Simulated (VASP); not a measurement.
# WS2 (Tungstenite) (P6_3/mmc) in VASP: notebook

WS2 (Tungstenite) is run at these levels: PBE+D3(BJ), RPBE+D3(BJ), PBE; tasks: single point.

All numbers are computed with VASP 6.6.1; they aren't measurements. Logs are shortened: lines on timing, memory, paths and dates and some standing lists are left out, and cuts for length are marked.

### 1 The cell of the first run

Symmetry: P6_3/mmc, No. 194, hexagonal system. Conventional cell: a = 3.115 Å, b = 3.115 Å, c = 12.245 Å, α = 90.00°, β = 90.00°, γ = 120.00°. Within 3.1 Å of W (site symmetry -6m2) lie 6 S at 2.36 Å. S (site symmetry 3m) has 3 W at 2.36 Å and 1 S at 3.06 Å within 3.1 Å.

### 2 Single point, PBE+D3(BJ)

INCAR reads:

```
PREC     = Accurate       # precision mode
ENCUT    = 520            # plane-wave cutoff, eV
EDIFF    = 1E-6           # SCF threshold, eV
ISMEAR   = -1             # smearing method
SIGMA    = 0.05           # smearing width, eV
LREAL    = F              # projectors in reciprocal space
LASPH    = T              # aspherical terms in the spheres
NELM     = 60             # most SCF steps
ALGO     = Normal         # electronic algorithm
ISIF     = 2              # what is computed and relaxed
LWAVE    = F              # write WAVECAR
LCHARG   = F              # write CHGCAR
GGA      = PE             # functional
IVDW     = 12             # dispersion correction
NBANDS   = 35             # bands
```

KPOINTS reads:

```
regular mesh
0
Gamma
  10 10 3
```

POSCAR reads:

```
WS2
1.0
    3.1150838257      0.0000000000      0.0000000000
   -1.5575419129      2.6977417280      0.0000000000
    0.0000000000      0.0000000000     12.2448263589
W S
2 4
Direct
    0.6666666667      0.3333333333      0.7500000000
    0.3333333333      0.6666666667      0.2500000000
    0.6666666667      0.3333333333      0.3750000000
    0.3333333333      0.6666666667      0.8750000000
    0.6666666667      0.3333333333      0.1250000000
    0.3333333333      0.6666666667      0.6250000000
```

Potentials or basis: VASP PAW PBE potentials, release 64 (W_sv, S).

Run with:

```
cat potpaw_PBE.64/W_sv/POTCAR potpaw_PBE.64/S/POTCAR > POTCAR
mpirun -np 1 vasp_std > vasp.out
```

OUTCAR:

```text
PREC = Accurate
   ENCUT = 520
   EDIFF = 1E-6
   ISMEAR = -1
   LREAL = F
   LASPH = T
   NELM = 60
   ISIF = 2
   GGA = PE
   IVDW = 12
 IVDW          = 12

 ion  position               nearest neighbor table
   1  0.667  0.333  0.750-   4 2.36   6 2.36   4 2.36   6 2.36   4 2.36   6 2.36
   2  0.333  0.667  0.250-   3 2.36   5 2.36   3 2.36   5 2.36   3 2.36   5 2.36
   3  0.667  0.333  0.375-   2 2.36   2 2.36   2 2.36
   4  0.333  0.667  0.875-   1 2.36   1 2.36   1 2.36
   5  0.667  0.333  0.125-   2 2.36   2 2.36   2 2.36
   6  0.333  0.667  0.625-   1 2.36   1 2.36   1 2.36

  LATTYP: Found a hexagonal cell.
 ALAT       =     3.1150838257
 C/A-ratio  =     3.9308176101

  Lattice vectors:

 A1 = (   3.1150838257,   0.0000000000,   0.0000000000)
 A2 = (  -1.5575419129,   2.6977417280,   0.0000000000)
 A3 = (   0.0000000000,   0.0000000000,  12.2448263589)

Analysis of symmetry for initial positions (statically):
=====================================================================
 Subroutine PRICEL returns:
 Original cell was already a primitive cell.

 Routine SETGRP: Setting up the symmetry group for a
 hexagonal supercell.

 Subroutine GETGRP returns: Found 24 space group operations
 (whereof 12 operations were pure point group operations)
 out of a pool of 24 trial point group operations.

The static configuration has the point symmetry D_3d.
 The point group associated with its full space group is D_6h.

Analysis of symmetry for dynamics (positions and initial velocities):
=====================================================================
 Subroutine PRICEL returns:
 Original cell was already a primitive cell.

 Routine SETGRP: Setting up the symmetry group for a
 hexagonal supercell.

 Subroutine GETGRP returns: Found 24 space group operations
 (whereof 12 operations were pure point group operations)
 out of a pool of 24 trial point group operations.

The dynamic configuration has the point symmetry D_3d.
 The point group associated with its full space group is D_6h.

 Subroutine INISYM returns: Found 24 space group operations
 (whereof 12 operations are pure point group operations),
 and found     1 'primitive' translations

----------------------------------------------------------------------------------------

                                     Primitive cell

  volume of cell :     102.9017

[... 96 lines left out ...]
   EDIFF  = 0.1E-05   stopping-criterion for ELM
   LREAL  =      F    real-space projection
   EDIFFG = 0.1E-04   stopping-criterion for IOM
   NSW    =      0    number of steps for IOM
   IBRION =     -1    ionic relax: 0-MD 1-quasi-New 2-CG
   NFREE  =      0    steps in history (QN), initial steepest desc. (CG)
   ISIF   =      2    stress and relaxation
   ISYM   =      2    0-nonsym 1-usesym 2-fastsym
   POTIM  = 0.5000    time-step for ionic-motion
   TEBEG  =    0.0;   TEEND  =   0.0 temperature during run
   PSTRESS=    0.0 pullay stress
   NELECT =      52.0000    total number of electrons
   NUPDOWN=      -1.0000    fix difference up-down
   EMIN   =  10.00;   EMAX   =-10.00  energy-range for DOS
   EFERMI =   0.00;   METHOD = LEGACY
   ISMEAR =    -1;   SIGMA  =   0.05  broadening in eV -4-tet -1-fermi 0-gaus
   EFERMI_NEDOS =   21; number of points for ismear=-14 and -15
   IALGO  =     38    algorithm
   IMIX   =      4    mixing-type and parameters
     AMIX     =   0.40;   BMIX     =  1.00
     AMIX_MAG =   1.60;   BMIX_MAG =  1.00
  volume/ion in A,a.u.               =      17.15       115.74
  Fermi-wavevector in a.u.,A,eV,Ry     =   1.303972  2.464150 23.134581  1.700344
  Thomas-Fermi vector in A             =   2.434939
   LORBIT       =      0    0 simple, 1 ext, 2 COOP (PROOUT), +10 PAW based schemes
   GGA     = PE    functional components
   LHFCALC =     F    Hartree Fock is set to
   AEXX    =    0.0000 exact exchange contribution
   IVDW    =    12    specifies the selected vdW correction
   LEPSILON=     F    determine dielectric tensor
   LRPA    =     F    only Hartree local field effects (RPA)
 non-spin polarized calculation
  energy-cutoff  :      520.00
  volume of cell :      102.90
 maximum number of plane-waves:      2795
 NGX is ok and might be reduce to    24
   NGX = 11   NGY = 11   NGZ = 45

 number of electron      51.9999993 magnetization

 Free energy of the ion-electron system (eV)
  ---------------------------------------------------
  ext. energy  EPLUGINS =         0.00000000
  ---------------------------------------------------
  free energy    TOTEN  =       -46.96223757 eV

  energy without entropy =      -46.96223700  energy(sigma->0) =      -46.96223728

 E-fermi :   8.4438     XC(G=0): -11.0808

 val. band max:        7.9606560754   @ k =   0.0000   0.0000   0.0000
 cond. band min:       9.0330461997   @ k =   0.2000   0.2000   0.0000
 fundamental gap:      1.0723901244
 Fermi energy:         8.4438175653

 k-point     1 :       0.0000    0.0000    0.0000
  band No.  band energies     occupation
      1     -66.6304      2.00000
      2     -66.6303      2.00000
      3     -30.9503      2.00000
      4     -30.9502      2.00000
      5     -30.7375      2.00000
      6     -30.7375      2.00000
[... 901 lines left out ...]
     34      12.1801      0.00000
     35      13.0437      0.00000

 [... further k-points ...]

------------------------ aborting loop because EDIFF is reached ----------------------------------------

 Edisp (eV)   -2.65254

 E8    (eV) :    -1.1146

  FORCE on cell =-STRESS in cart. coord.  units (eV):
  Direction    XX          YY          ZZ          XY          YZ          ZX
  --------------------------------------------------------------------------------------
  -------------------------------------------------------------------------------------
  Total       5.48738     5.48738     7.29274    -0.00000     0.00000     0.00000
  in kB      85.43843    85.43843   113.54772    -0.00000     0.00000     0.00000
  external pressure =       94.81 kB  Pullay stress =        0.00 kB

 VOLUME and BASIS-vectors are now :
 -----------------------------------------------------------------------------
  energy-cutoff  :      520.00
  volume of cell :      102.90
      direct lattice vectors                 reciprocal lattice vectors
     3.115083826  0.000000000  0.000000000     0.321018649  0.185340203  0.000000000
    -1.557541913  2.697741728  0.000000000     0.000000000  0.370680406  0.000000000
     0.000000000  0.000000000 12.244826359     0.000000000  0.000000000  0.081667144

 POSITION                                       TOTAL-FORCE (eV/Angst)
 -----------------------------------------------------------------------------------
      1.55754      0.89925      9.18362         0.000000     -0.000000      0.000000
     -0.00000      1.79849      3.06121        -0.000000      0.000000      0.000000
      1.55754      0.89925      4.59181        -0.000000      0.000000      1.328501
     -0.00000      1.79849     10.71422         0.000000      0.000000      1.328501
      1.55754      0.89925      1.53060        -0.000000      0.000000     -1.328501
     -0.00000      1.79849      7.65302        -0.000000     -0.000000     -1.328501
 -----------------------------------------------------------------------------------
    total drift:                               -0.000000      0.000000     -0.000000

  FREE ENERGIE OF THE ION-ELECTRON SYSTEM (eV)
  ---------------------------------------------------
  free  energy   TOTEN  =       -49.6147764628 eV

  energy  without entropy=      -49.6147758941  energy(sigma->0) =      -49.61477618
```

OSZICAR:

```text
N       E                     dE             d eps       ncg     rms          rms(c)
DAV:   1     0.517370998671E+03    0.51737E+03   -0.28616E+04  2128   0.149E+03
DAV:   2    -0.162466089907E+02   -0.53362E+03   -0.51516E+03  2255   0.415E+02
DAV:   3    -0.486783412249E+02   -0.32432E+02   -0.31905E+02  2436   0.986E+01
DAV:   4    -0.494457149127E+02   -0.76737E+00   -0.76400E+00  2365   0.160E+01
DAV:   5    -0.494617538652E+02   -0.16039E-01   -0.16024E-01  2376   0.240E+00    0.427E+01
DAV:   6    -0.472689011118E+02    0.21929E+01   -0.70245E+00  2234   0.180E+01    0.184E+01
DAV:   7    -0.470578408090E+02    0.21106E+00   -0.21078E+00  2148   0.733E+00    0.684E+00
DAV:   8    -0.469640905674E+02    0.93750E-01   -0.33611E-01  2246   0.389E+00    0.226E+00
DAV:   9    -0.469648514292E+02   -0.76086E-03   -0.39150E-02  2367   0.102E+00    0.127E+00
DAV:  10    -0.469626684088E+02    0.21830E-02   -0.25390E-02  2372   0.988E-01    0.350E-01
DAV:  11    -0.469622118710E+02    0.45654E-03   -0.40654E-03  2157   0.378E-01    0.139E-01
DAV:  12    -0.469622134852E+02   -0.16142E-05   -0.15870E-04  2269   0.698E-02    0.747E-02
DAV:  13    -0.469622351002E+02   -0.21615E-04   -0.28725E-05  2175   0.300E-02    0.572E-02
DAV:  14    -0.469622386207E+02   -0.35205E-05   -0.23568E-05  2248   0.285E-02    0.449E-02
DAV:  15    -0.469622375344E+02    0.10862E-05   -0.36060E-06  2021   0.129E-02    0.248E-02
DAV:  16    -0.469622375655E+02   -0.31106E-07   -0.11926E-06  1217   0.475E-03
   1 F= -.49614776E+02 E0= -.49614776E+02  d E =-.568626E-06
```

stdout:

```text
POSCAR found type information on POSCAR W S
 POSCAR found :  2 types and       6 ions
 scaLAPACK will be used
 LDA part: xc-table for (Slater+PW92), standard interpolation
 POSCAR, INCAR and KPOINTS ok, starting setup
 FFT: planning ... GRIDC
 FFT: planning ... GRID_SOFT
 FFT: planning ... GRID
 WAVECAR not read
 entering main loop
```

It took 3.4 min on 1 thread of AMD EPYC 7R43 (Zen 3), shared host; peak memory 0.23 GiB.

Results:

```
Free energy                : -49.6148 eV
Pressure                   : 9.5 GPa
Largest force              : 1.329 eV/Å
Band gap on the k mesh     : 1.07 eV, indirect (least direct gap 2.26 eV)
Dispersion energy per atom : -0.442 eV
```

Forces in eV/Å, atoms in the order of the input:
```
W    0.000  0.000  0.000
W    0.000  0.000  0.000
S    0.000  0.000  1.329
S    0.000  0.000  1.329
S    0.000  0.000 -1.329
S    0.000  0.000 -1.329
```

Levels at points of the mesh, in eV from the valence-band top:
```csv
k point,band 24,band 25,band 26,band 27,band 28,band 29
"(0.00, 0.00, 0.00)",-1.64,-1.30,0.00,2.34,2.34,2.34
"(0.50, 0.00, 0.00)",-1.93,-1.84,-1.66,2.36,2.40,2.70
```

Caveat: spin-orbit coupling is left out, which moves the levels of the heavy elements; forces of over 1 eV/Å act on the atoms, so gaps and moduli don't describe the material at rest.

### 3 Single point, RPBE+D3(BJ)

INCAR reads:

```
PREC = Accurate
ENCUT = 520
EDIFF = 1E-7
ISMEAR = -1
SIGMA = 0.05
LREAL = False
LASPH = True
NELM = 100
ALGO = Normal
ISIF = 2
LWAVE = False
LCHARG = False
GGA = RP
IVDW = 12
NBANDS = 35
```

KPOINTS is that of step 2.

POSCAR is that of step 2.

Potentials or basis: VASP PAW PBE potentials, release 64 (W_sv, S).

Run with:

```
cat potpaw_PBE.64/W_sv/POTCAR potpaw_PBE.64/S/POTCAR > POTCAR
mpirun -np 1 vasp_std > vasp.out
```

It took 3.1 min on 1 thread of AMD EPYC 7R43 (Zen 3), shared host; peak memory 0.23 GiB.

It converged, with:

```
Free energy                : -57.5897 eV
Pressure                   : -4.6 GPa
Largest force              : 0.886 eV/Å
Band gap on the k mesh     : 1.13 eV, indirect (least direct gap 2.26 eV)
Dispersion energy per atom : -2.213 eV
```

Forces in eV/Å, atoms in the order of the input:
```
W    0.000  0.000  0.000
W    0.000  0.000  0.000
S    0.000  0.000  0.886
S    0.000  0.000  0.886
S    0.000  0.000 -0.886
S    0.000  0.000 -0.886
```

Stress tensor (GPa, compression positive):
```
-8.41  0.00  0.00
 0.00 -8.41  0.00
 0.00  0.00  3.03
```

Levels at points of the mesh, in eV from the valence-band top:
| k point | band 24 | band 25 | band 26 | band 27 | band 28 | band 29 |
| --- | --- | --- | --- | --- | --- | --- |
| (0.00, 0.00, 0.00) | -1.65 | -1.26 | 0.00 | 2.35 | 2.35 | 2.35 |
| (0.50, 0.00, 0.00) | -1.93 | -1.83 | -1.66 | 2.38 | 2.43 | 2.75 |

Caveat: the PAW data sets were made with another functional, which shifts forces and pressure a little; spin-orbit coupling is left out, which moves the levels of the heavy elements. A k mesh can miss the band edges.

### 4 Single point, PBE

INCAR reads:

```
SYSTEM = WS2
ALGO     = Normal         ! electronic algorithm
EDIFF    = 1E-6           ! SCF threshold, eV
ENCUT    = 520            ! plane-wave cutoff, eV
GGA      = PE             ! functional
ISIF     = 2              ! what is computed and relaxed
ISMEAR   = -1             ! smearing method
LASPH    = .True.         ! aspherical terms in the spheres
LCHARG   = .False.        ! write CHGCAR
LREAL    = .False.        ! projectors in reciprocal space
LWAVE    = .False.        ! write WAVECAR
NBANDS   = 35             ! bands
NELM     = 100            ! most SCF steps
PREC     = Accurate       ! precision mode
SIGMA    = 0.05           ! smearing width, eV
```

KPOINTS reads:

```
k-points
0
Gamma
  10 10 3
  0 0 0
```

POSCAR is that of step 3.

Run with:

```
cat potpaw_PBE.64/W_sv/POTCAR potpaw_PBE.64/S/POTCAR > POTCAR
mpirun -np 1 vasp_std > vasp.out
```

Run time: 3.8 min. Hardware: 1 thread of AMD EPYC 7R43 (Zen 3), shared host; peak memory 0.22 GiB.

It converged, with:

| Property | Result |
| --- | --- |
| Free energy | -46.9622 eV |
| Pressure | 13.8 GPa |
| Largest force | 1.320 eV/Å |
| Band gap on the k mesh | 1.07 eV, indirect (least direct gap 2.26 eV) |

Forces on the atoms (eV/Å):
```
W    0.000  0.000  0.000
W    0.000  0.000  0.000
S    0.000  0.000  1.320
S    0.000  0.000  1.320
S    0.000  0.000 -1.320
S    0.000  0.000 -1.320
```

Stress tensor (GPa, compression positive):
```
12.82  0.00  0.00
 0.00 12.82  0.00
 0.00  0.00 15.74
```

Levels at points of the mesh, in eV from the valence-band top:
| k point | band 23 | band 24 | band 25 | band 26 | band 27 | band 28 | band 29 | band 30 |
| --- | --- | --- | --- | --- | --- | --- | --- | --- |
| (0.00, 0.00, 0.00) | -2.43 | -1.64 | -1.30 | 0.00 | 2.34 | 2.34 | 2.34 | 2.34 |
| (0.50, 0.00, 0.00) | -2.11 | -1.93 | -1.84 | -1.66 | 2.36 | 2.40 | 2.70 | 2.99 |

Caveat: spin-orbit coupling is left out, which moves the levels of the heavy elements; this functional lacks dispersion, which binds the layers, so the pressure and a relaxed spacing across them are unreliable; forces of over 1 eV/Å act on the atoms, so gaps and moduli don't describe the material at rest. A k mesh can miss the band edges.

### 5 Single point, PBE+D3(BJ)

This run uses another cell than the first one, of 17.52 Å³/atom, 1.021 times its volume.

INCAR reads:

```
  PREC = Accurate
  ENCUT = 520
  EDIFF = 1E-7
  ISMEAR = -1
  SIGMA = 0.05
  LREAL = F
  LASPH = T
  NELM = 100
  ALGO = Normal
  ISIF = 2
  LWAVE = F
  LCHARG = T
  GGA = PE
  IVDW = 12
  LELF = T
  LVHAR = T
  NBANDS = 35
```

KPOINTS reads:

```
Automatic mesh
0
Gamma
  10 10 3
```

POSCAR: that of step 4 with these lines changed.

```diff
@@ -2,5 +2,5 @@
 1.0
-    3.1150838257      0.0000000000      0.0000000000
-   -1.5575419129      2.6977417280      0.0000000000
-    0.0000000000      0.0000000000     12.2448263589
+    3.1370217585      0.0000000000      0.0000000000
+   -1.5685108793      2.7167405351      0.0000000000
+    0.0000000000      0.0000000000     12.3310603717
 W S
```

Run with:

```
cat potpaw_PBE.64/W_sv/POTCAR potpaw_PBE.64/S/POTCAR > POTCAR
mpirun -np 1 vasp_std > vasp.out
```

Run time: 4.2 min. Hardware: 1 thread of AMD EPYC 7R43 (Zen 3), shared host; peak memory 0.23 GiB.

It converged, with:

* Free energy: -49.7169 eV
* Pressure: 5.4 GPa
* Largest force: 0.901 eV/Å
* Band gap on the k mesh: 1.10 eV, indirect (least direct gap 2.20 eV)
* Dispersion energy per atom: -0.432 eV

Forces in eV/Å, atoms in the order of the input:
```
W    0.000  0.000  0.000
W    0.000  0.000  0.000
S    0.000  0.000  0.901
S    0.000  0.000  0.901
S    0.000  0.000 -0.901
S    0.000  0.000 -0.901
```

Stress tensor (GPa, compression positive):
```
4.58 0.00 0.00
0.00 4.58 0.00
0.00 0.00 7.02
```

Levels at points of the mesh, in eV from the valence-band top:
| k point | band 22 | band 23 | band 24 | band 25 | band 26 | band 27 | band 28 | band 29 | band 30 | band 31 |
| --- | --- | --- | --- | --- | --- | --- | --- | --- | --- | --- |
| (0.00, 0.00, 0.00) | -2.37 | -2.37 | -1.62 | -1.22 | 0.00 | 2.31 | 2.31 | 2.32 | 2.32 | 2.46 |
| (0.50, 0.00, 0.00) | -2.81 | -2.07 | -1.90 | -1.78 | -1.61 | 2.31 | 2.35 | 2.66 | 2.92 | 3.20 |

Caveat: spin-orbit coupling is left out, which moves the levels of the heavy elements. A k mesh can miss the band edges.

### 6 Single point, RPBE+D3(BJ)

This run uses another cell than the first one, of 17.52 Å³/atom, 1.021 times its volume.

INCAR reads:

```
SYSTEM = WS2
PREC = Accurate
ENCUT = 520
EDIFF = 1E-6
ISMEAR = -1
SIGMA = 0.05
LREAL = .False.
LASPH = .True.
NELM = 80
ALGO = Normal
ISIF = 2
LWAVE = .False.
LCHARG = .False.
GGA = RP
IVDW = 12
NBANDS = 35
```

KPOINTS reads:

```
regular mesh
0
Gamma
  10 10 3
  0 0 0
```

POSCAR is that of step 5.

Potentials or basis: VASP PAW PBE potentials, release 64 (W_sv, S).

Run with:

```
cat potpaw_PBE.64/W_sv/POTCAR potpaw_PBE.64/S/POTCAR > POTCAR
mpirun -np 1 vasp_std > vasp.out
```

Run time: 3.5 min. Hardware: 1 thread of AMD EPYC 7R43 (Zen 3), shared host; peak memory 0.23 GiB.

Results (log left out):

```yaml
Free_energy: -57.5030 eV
Pressure: -8.2 GPa
Largest_force: 0.446 eV/Å
Band_gap_on_the_k_mesh: 1.15 eV, indirect (least direct gap 2.20 eV)
Dispersion_energy_per_atom: -2.166 eV
```

Forces on the atoms (eV/Å):
```
W    0.000  0.000  0.000
W    0.000  0.000  0.000
S    0.000  0.000  0.446
S    0.000  0.000  0.446
S    0.000  0.000 -0.446
S    0.000  0.000 -0.446
```

Stress tensor (GPa, compression positive):
```
-11.78   0.00   0.00
  0.00 -11.78   0.00
  0.00   0.00  -0.93
```

Levels at points of the mesh, in eV from the valence-band top:
```
           k point  band 24  band 25  band 26  band 27  band 28  band 29
(0.00, 0.00, 0.00)    -1.63    -1.18     0.00     2.32     2.32     2.32
(0.50, 0.00, 0.00)    -1.90    -1.77    -1.60     2.33     2.38     2.71
```

Caveat: the PAW data sets were made with another functional, which shifts forces and pressure a little; spin-orbit coupling is left out, which moves the levels of the heavy elements.

### 7 Overview

```tsv
level	cell	gap on the mesh (eV)	pressure (GPa)	largest force (eV/Å)
PBE+D3(BJ)	a = 3.115, b = 3.115, c = 12.245 Å, angles 90.0, 90.0, 120.0°, 6 atoms	1.07	9.5	1.33
RPBE+D3(BJ)	a = 3.115, b = 3.115, c = 12.245 Å, angles 90.0, 90.0, 120.0°, 6 atoms	1.13	-4.6	0.89
PBE	a = 3.115, b = 3.115, c = 12.245 Å, angles 90.0, 90.0, 120.0°, 6 atoms	1.07	13.8	1.32
PBE+D3(BJ)	a = 3.137, b = 3.137, c = 12.331 Å, angles 90.0, 90.0, 120.0°, 6 atoms	1.10	5.4	0.90
RPBE+D3(BJ)	a = 3.137, b = 3.137, c = 12.331 Å, angles 90.0, 90.0, 120.0°, 6 atoms	1.15	-8.2	0.45
```

Alike in all rows: task single point; potentials or basis VASP PAW PBE potentials, release 64 (W_sv, S); no spin polarisation; k mesh 10 × 10 × 3; cutoff (eV) 520; smearing fermi-dirac 0.05 eV.

On the cell as given the gap runs from 1.07 eV (PBE+D3(BJ)) to 1.13 eV (RPBE+D3(BJ)). The pressure there spans -4.6 GPa (RPBE+D3(BJ)) to 13.8 GPa (PBE); a positive pressure means that this level wants a larger cell, a negative one a smaller.

Caveats: spin-orbit coupling is left out, which moves the levels of the heavy elements; forces of over 1 eV/Å act on the atoms, so gaps and moduli don't describe the material at rest (some runs); the PAW data sets were made with another functional, which shifts forces and pressure a little (some runs); this functional lacks dispersion, which binds the layers, so the pressure and a relaxed spacing across them are unreliable (some runs).

Absolute energies hang on the potentials; compare differences alone.
